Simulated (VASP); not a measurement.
Input of a VASP 6.6.1 run:

The input INCAR:

```
SYSTEM = LiAl16O24
PREC = Accurate
ENCUT = 650
EDIFF = 1E-6
ISMEAR = -1
SIGMA = 0.01
LREAL = Auto
LASPH = .True.
NELM = 120
ALGO = Normal
ISIF = 2
LWAVE = .False.
LCHARG = .True.
GGA = PE
LELF = .True.
LVHAR = .True.
NBANDS = 124
NELECT = 194.0
GGA_COMPAT = .False.
ISYM = -1
```

The input KPOINTS:

```
explicit points
1
Reciprocal
  0.25000000   0.25000000   0.25000000 1
```

The input POSCAR:

```
LiAl16O24
1.0
    2.4039417600      1.3879164200      4.3742070900
   -4.8078835200      2.7758328500      8.7484141900
    0.0000000000     -5.5516656900      8.7484141900
Al O Li
16 24 1
Direct
    0.6140927355      0.3266876506      0.3538732000
    0.8482651112      0.4309761074      0.4280469764
    0.1633798117      0.0630415755      0.0722958517
    0.3720281567      0.1709338461      0.1815341249
    0.6372321889      0.3265420352      0.8185399446
    0.8377417067      0.4447572958      0.8972122351
    0.1419745107      0.0746273186      0.5772292310
    0.3401508665      0.1735432793      0.6849472430
    0.6471664139      0.8237361308      0.3249027958
    0.8445223091      0.9281658816      0.4298577864
    0.1394062371      0.5745697589      0.0753744624
    0.3495785148      0.6776209067      0.1728449058
    0.6444199240      0.8263272082      0.8238558405
    0.8555494815      0.9248238041      0.9264730185
    0.1466317867      0.5819139053      0.5665950679
    0.3455806377      0.6815326771      0.6729574588
    0.4444801570      0.0285993640      0.3787483757
    0.9385552326      0.1239408391      0.2901848492
    0.0474739062      0.3731501602      0.2216648760
    0.7558167353      0.2254666546      0.0308983310
    0.2353252195      0.2794681104      0.4776579941
    0.5417241307      0.4766636402      0.1251115333
    0.4451924461      0.0263739153      0.8757725623
    0.9387674046      0.1255598569      0.7823266229
    0.0466998921      0.3812787504      0.7153383956
    0.7354347740      0.2250756202      0.5374088545
    0.2514696584      0.2806314686      0.9619372303
    0.5458386302      0.4774635799      0.6230925420
    0.4397136371      0.5317050557      0.3738818677
    0.9392279096      0.6260979871      0.2781419639
    0.0532964209      0.8750836983      0.2226436394
    0.7466776835      0.7232583007      0.0280458832
    0.2471354806      0.7815830576      0.4700108874
    0.5530051518      0.9754221703      0.1255525589
    0.4325489508      0.5305441522      0.8731542834
    0.9369421561      0.6324349089      0.7718528524
    0.0523885087      0.8771241870      0.7222079331
    0.7457912940      0.7245424772      0.5271615684
    0.2480501868      0.7788340102      0.9718483170
    0.5479798155      0.9751535250      0.6275005677
    0.8903682277      0.3025795775      0.1250666112
```

Potentials or basis: VASP PAW PBE potentials, release 64 (Al, O, Li_sv).

The run is started by

```sh
$ cat potpaw_PBE.64/Al/POTCAR potpaw_PBE.64/O/POTCAR potpaw_PBE.64/Li_sv/POTCAR > POTCAR
$ mpirun -np 1 vasp_std > vasp.out
```

(1) Predict the largest force.

Results:

(1) 0.073 eV/Å.

Caveat: the cell carries a net charge on a neutralising background, which shifts energy and pressure.
